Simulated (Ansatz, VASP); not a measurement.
# La2SiF2 in VASP and in Ansatz

File INCAR:

```
SYSTEM = La2SiF2
  PREC = Accurate
  ENCUT = 520
  EDIFF = 1E-7
  ISMEAR = 0
  SIGMA = 0.1
  LREAL = .False.
  LASPH = .True.
  NELM = 80
  ALGO = Normal
  ISIF = 2
  LWAVE = .False.
  LCHARG = .False.
  GGA = PE
  NBANDS = 28
```

KPOINTS

```
regular mesh
0
Gamma
  4 4 4
  0 0 0
```

Contents of POSCAR:

```
La2SiF2
1.0
    4.4404512000      0.0000000000      0.0000000000
    0.0000000000      4.4404512000      0.0000000000
    0.0000000000      0.0000000000      5.8523376100
La Si F
2 1 2
Direct
    0.5000000000      0.0000000000      0.5371660400
    0.0000000000      0.5000000000      0.5371660400
    0.0000000000      0.0000000000      0.2577901700
    0.5000000000      0.0000000000      0.0907440700
    0.0000000000      0.5000000000      0.0907440700
```

Input for Ansatz:

```yaml
crystal:
  lattice:
    - [4.4404512, 0.0, 0.0]
    - [0.0, 4.4404512, 0.0]
    - [0.0, 0.0, 5.85233761]
  atoms:
    - { symbol: La, position: [0.5, 0.0, 0.53716604] }
    - { symbol: La, position: [0.0, 0.5, 0.53716604] }
    - { symbol: Si, position: [0.0, 0.0, 0.25779017] }
    - { symbol: F, position: [0.5, 0.0, 0.09074407] }
    - { symbol: F, position: [0.0, 0.5, 0.09074407] }
basis:
  ecutwfc: 420
kpoints:
  mp_grid: { grid: [4, 4, 4] }
hamiltonian:
  xc: pbe
scf:
  occupations: { method: gaussian, width: 0.1 }
  lower_state_search: "off"
output:
  forces: true
  stress: true
  eigenvalues: true
```

Alike in both runs: task single point; functional PBE; k mesh 4 × 4 × 4; occupations gaussian, width 0.1 eV; no spin polarisation.

```csv
,VASP,Ansatz
version,VASP 6.6.1,Ansatz 0.2.0
potentials or method,"VASP PAW PBE potentials, release 64 (La, Si, F), cutoff 520 eV","scalar-relativistic, plane waves, PAW"
valence electrons in the cell,40,40
```

VASP gave:

- gap on the k mesh at the Fermi level (eV): none
- pressure (GPa): 6.5
- traceless stress, the component that is largest in VASP (GPa): -12.48
- rms of the force components (eV/Å): 0.721

**Question.** Estimate Ansatz's values.

**Answer.** gap on the k mesh at the Fermi level (eV): none; pressure (GPa): 6.6; traceless stress, the component that is largest in VASP (GPa): -12.49; rms of the force components (eV/Å): 0.714.

Atom by atom the forces differ by 0.007 eV/Å (rms over components). A gap of «none» marks a metal or a gap that the smearing closes.

Neither program's run includes spin-orbit coupling.
